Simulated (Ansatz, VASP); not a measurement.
## Pd: VASP beside Ansatz

```xyz
1
Lattice="-1.5757 1.5757 1.5757 1.5757 -1.5757 1.5757 1.5757 1.5757 -1.5757" Properties=species:S:1:pos:R:3 pbc="T T T"
Pd    0.0000    0.0000    0.0000
```

Alike in both runs: task single point; functional PBE; k mesh 8 × 8 × 8; occupations gaussian, width 0.05 eV; no spin polarisation.

|  | VASP | Ansatz |
| --- | --- | --- |
| version | VASP 6.6.1 | Ansatz 0.2.0 |
| potentials or method | VASP PAW PBE potentials, release 64 (Pd), cutoff 500 eV | scalar-relativistic, plane waves, PAW |
| valence electrons in the cell | 10 | 18 |

Ansatz gave:

* gap on the k mesh at the Fermi level (eV): none
* pressure (GPa): -1.8

Task: What did VASP give for the same quantities?

Result: gap on the k mesh at the Fermi level (eV): none; pressure (GPa): -2.0.

A gap of «none» marks a metal or a gap that the smearing closes. VASP's potentials hold 10 valence electrons a cell and Ansatz's 18, so a difference there can come from the potentials and not from the codes.
